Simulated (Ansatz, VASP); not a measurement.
# One calculation of Zn4Se3S, two programs

```
Zn S Se
1.0
    -2.77337    2.77337    0.00000
    -2.77438   -5.54776    2.71922
     2.77446    2.77446    5.43967
Zn S Se
4 1 3
Cartesian
  -0.0574 -0.0574 0.0518
  -2.7723 0.0011 2.6363
  0.0150 2.7883 2.7080
  0.0421 0.0421 5.4847
  -1.3912 -1.3912 1.3708
  -4.1589 -1.3856 4.0441
  -1.3874 1.3860 4.0756
  -1.3833 -1.3833 6.8250
```

Change from the starting cell: strained cell.

Alike in both runs: functional LDA; k mesh 8 × 8 × 4; occupations gaussian, width 0.02 eV; no spin polarisation.

Ansatz relaxed the structure, and its values are those at the end. VASP's run is a single point on that final structure, the one shown.

|  | VASP | Ansatz |
| --- | --- | --- |
| version | VASP 6.6.1 | Ansatz 0.2.0 |
| potentials or method | VASP PAW LDA potentials, release 64 (Zn, S, Se), cutoff 520 eV | scalar-relativistic, plane waves, PAW |
| valence electrons in the cell | 72 | 102 |

Ansatz gave:

| Quantity | Value |
| --- | --- |
| gap on the k mesh at the Fermi level (eV) | 1.33 |
| least direct gap on the mesh (eV) | 1.33 |
| pressure (GPa) | -0.5 |
| rms of the force components (eV/Å) | 0.000 |

Problem. Estimate VASP's values.

Solution. gap on the k mesh at the Fermi level (eV): 1.37; least direct gap on the mesh (eV): 1.37; pressure (GPa): -0.2; rms of the force components (eV/Å): 0.003.

Ansatz warns that its potentials were made for another functional, while VASP's fit it. LDA's correlation is that of Perdew and Zunger in VASP and of Perdew and Wang (1992) in Ansatz. VASP's potentials hold 72 valence electrons a cell and Ansatz's 102, so a difference there can come from the potentials and not from the codes. Ansatz's warnings: stress scf threshold loose.
